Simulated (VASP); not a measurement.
# Mo (I4/mmm) in VASP: further runs

Mo is run at these levels: PBEsol; tasks: single point.

All numbers are computed with VASP 6.6.1; they aren't measurements. Logs are shortened: lines on timing, memory, paths and dates and some standing lists are left out, and cuts for length are marked.

## 1. The cell of the first run

It takes space group I4/mmm (No. 139, tetragonal). Conventional cell: a = 2.891 Å, b = 2.891 Å, c = 3.016 Å, α = 90.00°, β = 90.00°, γ = 90.00°. Mo (site symmetry 4/mmm) has 14 Mo at 2.54 to 3.02 Å within 3.4 Å.

## 2. Single point, PBEsol (strain -0.080 along x and y, -0.040 along z)

Contents of INCAR:

```
PREC = Accurate ; ENCUT = 520
EDIFF = 1E-7 ; ISMEAR = 0
SIGMA = 0.15 ; LREAL = False
LASPH = True ; NELM = 60
ALGO = Normal ; ISIF = 2
LWAVE = False ; LCHARG = False
GGA = PS ; NBANDS = 13
```

Contents of KPOINTS:

```
regular mesh
0
Gamma
  22 22 22
```

Contents of POSCAR:

```
Mo
1.0
   -1.4453200000      1.4453200000      1.5081600000
    1.4453200000     -1.4453200000      1.5081600000
    1.4453200000      1.4453200000     -1.5081600000
Mo
1
Direct
    0.0000000000      0.0000000000      0.0000000000
```

Potentials or basis: VASP PAW PBE potentials, release 64 (Mo_sv).

The run is started by

```console
> cat potpaw_PBE.64/Mo_sv/POTCAR > POTCAR
> mpirun -np 1 vasp_std > vasp.out
```

OUTCAR:

```text
PREC = Accurate
   ENCUT = 520
   EDIFF = 1E-7
   ISMEAR = 0
   LREAL = False
   LASPH = True
   NELM = 60
   ISIF = 2
   GGA = PS

 ion  position               nearest neighbor table
   1  0.000  0.000  0.000-

  LATTYP: Found a body centered tetragonal cell.
 ALAT       =     2.8906400000
 C/A-ratio  =     1.0434782609

  Lattice vectors:

 A1 = (  -1.4453200000,   1.4453200000,   1.5081600000)
 A2 = (   1.4453200000,  -1.4453200000,   1.5081600000)
 A3 = (   1.4453200000,   1.4453200000,  -1.5081600000)

Analysis of symmetry for initial positions (statically):
=====================================================================
 Subroutine PRICEL returns:
 Original cell was already a primitive cell.

 Routine SETGRP: Setting up the symmetry group for a
 body centered tetragonal supercell.

 Subroutine GETGRP returns: Found 16 space group operations
 (whereof 16 operations were pure point group operations)
 out of a pool of 16 trial point group operations.

The static configuration has the point symmetry D_4h.

Analysis of symmetry for dynamics (positions and initial velocities):
=====================================================================
 Subroutine PRICEL returns:
 Original cell was already a primitive cell.

 Routine SETGRP: Setting up the symmetry group for a
 body centered tetragonal supercell.

 Subroutine GETGRP returns: Found 16 space group operations
 (whereof 16 operations were pure point group operations)
 out of a pool of 16 trial point group operations.

The dynamic configuration has the point symmetry D_4h.

 Subroutine INISYM returns: Found 16 space group operations
 (whereof 16 operations are pure point group operations),
 and found     1 'primitive' translations

----------------------------------------------------------------------------------------

                                     Primitive cell

  volume of cell :      12.6019

  direct lattice vectors                    reciprocal lattice vectors
    -1.445320000  1.445320000  1.508160000     0.000000000  0.345944151  0.331529811
     1.445320000 -1.445320000  1.508160000     0.345944151  0.000000000  0.331529811
     1.445320000  1.445320000 -1.508160000     0.345944151  0.345944151  0.000000000

  length of vectors
     2.540166607  2.540166607  2.540166607     0.479154851  0.479154851  0.489238910

  position of ions in fractional coordinates (direct lattice)
     0.000000000  0.000000000  0.000000000

  ion indices of the primitive-cell ions
   primitive index   ion index
                 1           1

----------------------------------------------------------------------------------------

 KPOINTS: regular mesh

Automatic generation of k-mesh.
 Grid dimensions read from file:
 generate k-points for:   22   22   22

 Generating k-lattice:

  Cartesian coordinates                     Fractional coordinates (reciprocal lattice)
     0.000000000  0.015724734  0.015069537     0.045454545  0.000000000  0.000000000
     0.015724734  0.000000000  0.015069537     0.000000000  0.045454545  0.000000000
     0.015724734  0.015724734  0.000000000     0.000000000  0.000000000  0.045454545

  Length of vectors
     0.021779766  0.021779766  0.022238132

  Shift w.r.t. Gamma in fractional coordinates (k-lattice)
     0.000000000  0.000000000  0.000000000

 Subroutine IBZKPT returns following result:
 ===========================================

 Found    834 irreducible k-points:

 Following reciprocal coordinates:
            Coordinates               Weight
  0.000000  0.000000  0.000000      1.000000
  0.045455  0.000000  0.000000      8.000000
  0.090909  0.000000  0.000000      8.000000
  0.136364  0.000000 -0.000000      8.000000
  0.181818  0.000000  0.000000      8.000000
  0.227273  0.000000 -0.000000      8.000000
[... 16 lines left out ...]
  0.500000  0.045455  0.000000     16.000000
 -0.454545  0.045455  0.000000     16.000000
 [... further k-points ...]
   k-points           NKPTS =    834   k-points in BZ     NKDIM =    834   number of bands    NBANDS=     13
   number of dos      NEDOS =    301   number of ions     NIONS =      1
   total plane-waves  NPLWV =   8000
   dimension x,y,z NGX =    20 NGY =   20 NGZ =   20
   dimension x,y,z NGXF=    40 NGYF=   40 NGZF=   40
   ions per type =               1
   NGX,Y,Z   is equivalent  to a cutoff of  13.09, 13.09, 13.09 a.u.
   NGXF,Y,Z  is equivalent  to a cutoff of  26.18, 26.18, 26.18 a.u.
 SYSTEM =  unknown system
   PREC   = accura    normal or accurate (medium, high low for compatibility)
   ISTART =      0    job   : 0-new  1-cont  2-samecut
   ICHARG =      2    charge: 1-file 2-atom 10-const
   ISPIN  =      1    spin polarized calculation?
   LNONCOLLINEAR =      F non collinear calculations
   LSORBIT =      F    spin-orbit coupling
   LASPH  =      T    aspherical Exc in radial PAW
   ENCUT  =  520.0 eV  38.22 Ry    6.18 a.u.   4.72  4.72  4.72*2*pi/ulx,y,z
   NELM   =     60;   NELMIN=  2; NELMDL= -5     # of ELM steps
   EDIFF  = 0.1E-06   stopping-criterion for ELM
   LREAL  =      F    real-space projection
   EDIFFG = 0.1E-05   stopping-criterion for IOM
   NSW    =      0    number of steps for IOM
   IBRION =     -1    ionic relax: 0-MD 1-quasi-New 2-CG
   NFREE  =      0    steps in history (QN), initial steepest desc. (CG)
   ISIF   =      2    stress and relaxation
   ISYM   =      2    0-nonsym 1-usesym 2-fastsym
   POTIM  = 0.5000    time-step for ionic-motion
   TEBEG  =    0.0;   TEEND  =   0.0 temperature during run
   PSTRESS=    0.0 pullay stress
   NELECT =      14.0000    total number of electrons
   NUPDOWN=      -1.0000    fix difference up-down
   EMIN   =  10.00;   EMAX   =-10.00  energy-range for DOS
   EFERMI =   0.00;   METHOD = LEGACY
   ISMEAR =     0;   SIGMA  =   0.15  broadening in eV -4-tet -1-fermi 0-gaus
   EFERMI_NEDOS =   21; number of points for ismear=-14 and -15
   IALGO  =     38    algorithm
   IMIX   =      4    mixing-type and parameters
     AMIX     =   0.40;   BMIX     =  1.00
     AMIX_MAG =   1.60;   BMIX_MAG =  1.00
  volume/ion in A,a.u.               =      12.60        85.04
  Fermi-wavevector in a.u.,A,eV,Ry     =   1.695531  3.204089 39.114367  2.874825
  Thomas-Fermi vector in A             =   2.776558
   LORBIT       =      0    0 simple, 1 ext, 2 COOP (PROOUT), +10 PAW based schemes
   GGA     = PS    functional components
   LHFCALC =     F    Hartree Fock is set to
   AEXX    =    0.0000 exact exchange contribution
   IVDW    =     0    specifies the selected vdW correction
   LEPSILON=     F    determine dielectric tensor
   LRPA    =     F    only Hartree local field effects (RPA)
 non-spin polarized calculation
 Gauss-broadening in eV      SIGMA  =   0.15
  energy-cutoff  :      520.00
  volume of cell :       12.60
 maximum number of plane-waves:       362
   NGX =  9   NGY =  9   NGZ =  9

 number of electron      13.9999999 magnetization

 Free energy of the ion-electron system (eV)
  ---------------------------------------------------
  ext. energy  EPLUGINS =         0.00000000
  ---------------------------------------------------
  free energy    TOTEN  =       -11.15343391 eV

  energy without entropy =      -11.14714685  energy(sigma->0) =      -11.15029038

 E-fermi :  16.2973     XC(G=0): -14.7851

 val. band max:       16.2947030842   @ k =  -0.1818  -0.1818   0.1818
 cond. band min:      16.2993296625   @ k =  -0.2727  -0.3182   0.2727
 fundamental gap:      0.0046265783
 Fermi energy:        16.2973087370

 k-point     1 :       0.0000    0.0000    0.0000
  band No.  band energies     occupation
      1     -45.1211      2.00000
      2     -17.6934      2.00000
      3     -17.6818      2.00000
      4     -17.6818      2.00000
      5       8.4372      2.00000
      6      14.1973      2.00000
      7      14.1973      2.00000
      8      14.8228      2.00000
      9      17.8324      0.00000
     10      18.6840      0.00000
     11      30.6643      0.00000
     12      31.6045      0.00000
     13      31.6045      0.00000

 k-point     2 :       0.0455    0.0000    0.0000
  band No.  band energies     occupation
      1     -45.1094      2.00000
      2     -17.7490      2.00000
      3     -17.6990      2.00000
      4     -17.6877      2.00000
      5       8.5554      2.00000
      6      14.1906      2.00000
      7      14.2137      2.00000
      8      14.8489      2.00000
      9      17.7465      0.00000
     10      18.6418      0.00000
     11      30.8709      0.00000
     12      31.7972      0.00000
     13      31.8007      0.00000

 k-point     3 :       0.0909    0.0000    0.0000
  band No.  band energies     occupation
      1     -45.0750      2.00000
      2     -17.9251      2.00000
      3     -17.7488      2.00000
      4     -17.6891      2.00000
      5       8.8927      2.00000
      6      14.1446      2.00000
      7      14.1609      2.00000
      8      15.0542      2.00000
      9      17.5246      0.00000
     10      18.5600      0.00000
     11      31.3384      0.00000
     12      32.3766      0.00000
     13      32.4115      0.00000
[... 305 lines left out ...]
 k-point    23 :       0.5000    0.0455    0.0000
  band No.  band energies     occupation
      1     -44.5105      2.00000
      2     -20.3711      2.00000
      3     -18.4939      2.00000
      4     -17.7320      2.00000
      5       9.6139      2.00000
      6      11.9199      2.00000
      7      17.7389      0.00000
      8      18.4974      0.00000
      9      19.7332      0.00000
     10      22.8134      0.00000
     11      28.7512      0.00000
     12      31.4753      0.00000
     13      36.7280      0.00000

 k-point    24 :      -0.4545    0.0455    0.0000
  band No.  band energies     occupation
      1     -44.5355      2.00000
      2     -20.2756      2.00000
      3     -18.4621      2.00000
      4     -17.7326      2.00000
      5       9.7231      2.00000
      6      11.9981      2.00000
      7      17.3128      0.00000
      8      18.4792      0.00000
      9      19.5254      0.00000
     10      22.2494      0.00000
     11      29.0450      0.00000
     12      31.8422      0.00000
     13      37.5007      0.00000

 [... further k-points ...]
[... 5 lines left out ...]
  --------------------------------------------------------------------------------------
  -------------------------------------------------------------------------------------
  Total        7.0821752      7.0821752      5.4849489      0.0000000      0.0000000     -0.0000000
  in kB      900.4131246    900.4131246    697.3450696      0.0000000      0.0000000     -0.0000000
  external PRESSURE =     832.7237729 kB  Pullay stress =       0.0000000 kB

 VOLUME and BASIS-vectors are now :
 -----------------------------------------------------------------------------
  energy-cutoff  :      520.00
  volume of cell :       12.60
      direct lattice vectors                 reciprocal lattice vectors
    -1.445320000  1.445320000  1.508160000     0.000000000  0.345944151  0.331529811
     1.445320000 -1.445320000  1.508160000     0.345944151  0.000000000  0.331529811
     1.445320000  1.445320000 -1.508160000     0.345944151  0.345944151  0.000000000

 POSITION                                       TOTAL-FORCE (eV/Angst)
 -----------------------------------------------------------------------------------
      0.00000      0.00000      0.00000         0.000000     -0.000000      0.000000
 -----------------------------------------------------------------------------------
    total drift:                                0.000000     -0.000000      0.000000

  FREE ENERGIE OF THE ION-ELECTRON SYSTEM (eV)
  ---------------------------------------------------
  free  energy   TOTEN  =       -11.1534339112 eV

  energy  without entropy=      -11.1471468465  energy(sigma->0) =      -11.15029038
```

Wall time 52 s (1 thread of Intel Xeon 6975P-C (Granite Rapids), shared host); peak memory 0.23 GiB.

Results:

```
Free energy            : -11.1534 eV
Pressure               : 83.3 GPa
Band gap on the k mesh : zero (band 7 reaches 21.51 eV, above the bottom of band 8 at 14.70 eV)
```

Stress tensor (GPa, compression positive):
```
90.04  0.00  0.00
 0.00 90.04  0.00
 0.00  0.00 69.73
```

Caveat: the cell differs from its parent crystal (strain -0.080 along x and y, -0.040 along z); the PAW data sets were made with another functional, which shifts forces and pressure a little.

(Continued in part 2 of 4.)
